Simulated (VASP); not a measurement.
## Re: single point with r2SCAN

Crystal: Re.

```
CELL_PARAMETERS angstrom
0.00000 2.80885 2.80885
2.80885 0.00000 2.80885
2.80885 2.80885 0.00000
ATOMIC_POSITIONS crystal
Re 0.00000 0.00000 0.00000
Re 0.25000 0.25000 0.25000
```

```
Program             : VASP 6.6.1
Task                : single point
Functional          : r2SCAN
Potentials or basis : VASP PAW PBE potentials, release 64 (Re)
Cutoff              : 520 eV
k mesh              : 6 × 6 × 6
Occupations         : fermi-dirac, width 0.05 eV
Spin                : no spin polarisation
```

```json
{
 "Pressure": "-2.0 GPa",
 "Band gap on the k mesh": "zero (band 7 reaches 4.13 eV, above the bottom of band 8 at 3.02 eV)"
}
```

Levels at points of the mesh, in eV from the Fermi level:
| k point | band 3 | band 4 | band 5 | band 6 | band 7 | band 8 | band 9 | band 10 | band 11 | band 12 |
| --- | --- | --- | --- | --- | --- | --- | --- | --- | --- | --- |
| (0.00, 0.00, 0.00) | -3.16 | -2.46 | -2.46 | -2.46 | 0.73 | 0.73 | 0.73 | 4.43 | 4.43 | 12.16 |
| (0.50, 0.00, 0.00) | -2.83 | -2.83 | -2.67 | -2.67 | -0.90 | 1.83 | 1.83 | 3.50 | 3.50 | 4.38 |
| (0.50, 0.50, 0.00) | -2.60 | -2.60 | -2.02 | -2.02 | 0.05 | 0.05 | 3.90 | 3.90 | 4.88 | 4.88 |

Wall time 25 s on 1 thread of AMD EPYC 9R45 96-Core Processor (Zen 5), on a shared host, peak memory 0.14 GiB.

Caveat: the PAW data sets were made with another functional, which shifts forces and pressure a little; spin-orbit coupling is left out, which moves the levels of the heavy elements.
